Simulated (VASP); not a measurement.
**Cu: single point with r2SCAN**

Crystal: Cu.

```xyz
1
Lattice="0.0000 1.7884 1.7884 1.7884 0.0000 1.7884 1.7884 1.7884 0.0000" Properties=species:S:1:pos:R:3 pbc="T T T"
Cu    0.0000    0.0000    0.0000
```

* Program: VASP 6.6.1
* Task: single point
* Functional: r2SCAN
* Potentials or basis: VASP PAW PBE potentials, release 64 (Cu)
* Cutoff: 520 eV
* k mesh: 32 × 32 × 32
* Occupations: gaussian, width 0.15 eV
* Spin: no spin polarisation

- Pressure: 0.6 GPa

Levels at points of the mesh, in eV from the Fermi level:
```csv
k point,band 4,band 5,band 6,band 7,band 8,band 9
"(0.00, 0.00, 0.00)",-3.27,-2.41,-2.41,23.62,26.91,26.91
"(0.50, 0.00, 0.00)",-1.79,-1.79,-1.17,4.11,22.11,23.63
"(0.50, 0.50, 0.00)",-1.63,-1.63,1.54,7.63,13.99,13.99
```

Wall time 9.1 min on 1 thread of Intel Xeon 8259CL, on a shared host, peak memory 0.24 GiB.

Caveat: the PAW data sets were made with another functional, which shifts forces and pressure a little.
